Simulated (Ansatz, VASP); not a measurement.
# One calculation of EuO, two programs

```
Eu O
1.0
     0.00000    2.57195    2.57195
     2.57195    0.00000    2.57195
     2.57195    2.57195    0.00000
Eu O
1 1
Cartesian
  0.0000 0.0000 0.0000
  2.5720 2.5720 2.5720
```

Alike in both runs: task electric field gradients; functional PBE; k mesh 14 × 14 × 14; occupations fermi-dirac, width 0.03 eV; collinear spin.

```csv
,VASP,Ansatz
version,VASP 6.6.1,Ansatz 0.2.0
potentials or method,"VASP PAW PBE potentials, release 64 (Eu, O)","PAW with Ansatz's default frozen-core files, scalar-relativistic"
plane-wave cutoff (eV),520,420
valence electrons in the cell,23,23
```

|  | VASP | Ansatz | Ansatz less VASP |
| --- | --- | --- | --- |
| pressure (GPa) | -4.4 | -4.1 | +0.32 |
| net moment per atom (μB) | 3.49 | 3.49 | +0.002 |
| size of the moment on the site where the two differ most (μB) | 6.59 | 6.62 | +0.030 |

Site moments also hang on the region over which each program counts them. The functional is the same, so the differences come from potentials, cutoffs and numerics.

Neither program's run includes spin-orbit coupling.
